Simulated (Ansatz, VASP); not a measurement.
## One calculation of Ga2B, two programs

```
CELL_PARAMETERS angstrom
-3.59938 3.59938 1.71001
3.59938 -3.59938 1.71001
3.59938 3.59938 -1.71001
ATOMIC_POSITIONS crystal
Ga 0.37500 0.62500 0.75000
Ga 0.37500 0.12500 0.75000
Ga 0.37500 0.62500 0.25000
Ga 0.87500 0.62500 0.25000
B 0.00000 0.00000 0.00000
B 0.75000 0.25000 0.50000
```

Alike in both runs: functional PBE; k mesh 6 × 6 × 6; occupations gaussian, width 0.1 eV; no spin polarisation.

Ansatz relaxed the structure, and its values are those at the end. VASP's run is a single point on that final structure, the one shown.

|  | VASP | Ansatz |
| --- | --- | --- |
| version | VASP 6.6.1 | Ansatz 0.2.0 |
| potentials or method | VASP PAW PBE potentials, release 64 (Ga_d, B), cutoff 520 eV | scalar-relativistic, plane waves, PAW |
| valence electrons in the cell | 58 | 58 |

```tsv
	VASP	Ansatz	Ansatz less VASP
gap on the k mesh at the Fermi level (eV)	none	none	-
pressure (GPa)	0.0	-0.1	-0.13
```

A gap of «none» marks a metal or a gap that the smearing closes.
